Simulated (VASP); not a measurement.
Runs of VASP 6.6.1 on W. The structure is that of space group Fm-3m (No. 225), or close to it. The cells are those of the table. 

| task | cell | cutoff (eV) | gap on the mesh (eV) | pressure (GPa) |
| --- | --- | --- | --- | --- |
| relaxation of cell and atoms | relaxed from a = 2.809 Å, angles 60.0°, 1 atom | 600 | none | 0.0 |
| single point | a = 2.791 Å, angles 60.0°, 1 atom | 520 | none | 8.5 |
| single point | a = 2.810 Å, angles 60.0°, 1 atom | 520 | none | 1.8 |
| single point | a = 2.829 Å, angles 60.0°, 1 atom | 520 | none | (a) |

Alike in all rows: level LDA; potentials or basis VASP PAW LDA potentials, release 64 (W_sv); no spin polarisation; k mesh 20 × 20 × 20; smearing fermi-dirac 0.15 eV.

Problem. Fill in the values left out.

Solution. (a) -4.2.

Caveats: spin-orbit coupling is left out, which moves the levels of the heavy elements.

A k mesh can miss the band edges, and the runs leave out spin-orbit coupling on W.

A gap of «none» marks levels without a gap at the run's occupations.
